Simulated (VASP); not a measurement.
## AgBr: single point with PBEsol

Crystal: AgBr.

```xyz
2
Lattice="0.0000 2.8271 2.8271 2.8271 0.0000 2.8271 2.8271 2.8271 0.0000" Properties=species:S:1:pos:R:3 pbc="T T T"
Ag    2.8271    2.8271    2.8271
Br    0.0000    0.0000    0.0000
```

This cell differs from its parent crystal: volume scaled by 0.94.

```yaml
Program: VASP 6.6.1
Task: single point
Functional: PBEsol
Potentials_or_basis: VASP PAW PBE potentials, release 64 (Ag, Br)
Cutoff: 500 eV
k_mesh: 7 × 7 × 7
Occupations: fermi-dirac, width 0.02 eV
Spin: no spin polarisation
Dipole_correction: no
Further_INCAR_settings: ALGO = Normal; EDIFF = 1e-06; NBANDS = 16
```

The pressure is 0.6 GPa and the band gap on the k mesh is 0.58 eV, indirect (least direct gap 2.61 eV).

Levels at points of the mesh, in eV from the valence-band top:
| k point | band 5 | band 6 | band 7 | band 8 | band 9 | band 10 | band 11 | band 12 | band 13 | band 14 |
| --- | --- | --- | --- | --- | --- | --- | --- | --- | --- | --- |
| (0.00, 0.00, 0.00) | -2.95 | -2.95 | -2.04 | -2.04 | -2.04 | 0.58 | 9.88 | 9.88 | 9.88 | 10.86 |

It took 22 s on 1 thread of Intel Xeon 8259CL (shared host), peak memory 0.17 GiB.

Caveat: the PAW data sets were made with another functional, which shifts forces and pressure a little. A k mesh can miss the band edges.
